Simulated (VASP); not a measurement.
Set up this calculation in VASP 6.6.1, as the native input.

```yaml
Task: single point
Functional: PBEsol
Dispersion: D4
Potentials_or_basis: VASP PAW PBE potentials, release 64 (Mg, Sb)
Cutoff: 520 eV
k_mesh: 4 × 4 × 4
Occupations: fermi-dirac, width 0.1 eV
Spin: no spin polarisation
Dipole_correction: no
Further_INCAR_settings: ALGO = Normal; EDIFF = 1e-06; NBANDS = 21
```

The structure of MgSb2 lies in POSCAR:

```
MgSb2
1.0
    4.7364470830     -2.9653754494      0.0000000000
    4.7364470830      2.9653754494      0.0000000000
    0.0000000000      0.0000000000      5.6532915395
Mg Sb
2 4
Direct
    0.3158830000      0.6841170000      0.7500000000
    0.6841170000      0.3158830000      0.2500000000
    0.6345660000      0.0337820000      0.7500000000
    0.9662180000      0.3654340000      0.7500000000
    0.0337820000      0.6345660000      0.2500000000
    0.3654340000      0.9662180000      0.2500000000
```

These files were run (other wordings do the same):

INCAR

```
SYSTEM = MgSb2
PREC     = Accurate       ! precision mode
ENCUT    = 520            ! plane-wave cutoff, eV
EDIFF    = 1E-6           ! SCF threshold, eV
ISMEAR   = -1             ! smearing method
SIGMA    = 0.1            ! smearing width, eV
LREAL    = .FALSE.        ! projectors in reciprocal space
LASPH    = .TRUE.         ! aspherical terms in the spheres
NELM     = 80             ! most SCF steps
ALGO     = Normal         ! electronic algorithm
ISIF     = 2              ! what is computed and relaxed
LWAVE    = .FALSE.        ! write WAVECAR
LCHARG   = .FALSE.        ! write CHGCAR
GGA      = PS             ! functional
IVDW     = 13             ! dispersion correction
NBANDS   = 21             ! bands
```

KPOINTS

```
Automatic mesh
0
G
  4 4 4
  0 0 0
```

Potentials or basis: VASP PAW PBE potentials, release 64 (Mg, Sb).

Run with:

```bash
$ cat potpaw_PBE.64/Mg/POTCAR potpaw_PBE.64/Sb/POTCAR > POTCAR
$ mpirun -np 1 vasp_std > vasp.out
```

Results of the run:

The pressure is -4.7 GPa and the largest force is 0.245 eV/Å. The band gap on the k mesh is zero (bands 12 and 13 overlap by 2.02 eV) and the dispersion energy per atom is -0.230 eV.

Caveat: the cell stands under tension; the PAW data sets were made with another functional, which shifts forces and pressure a little; spin-orbit coupling is left out, which moves the levels of the heavy elements.

Wall time 58 s on 1 thread of Intel(R) Xeon(R) Platinum 8488C (Sapphire Rapids), with other jobs on the host, peak memory 0.26 GiB.
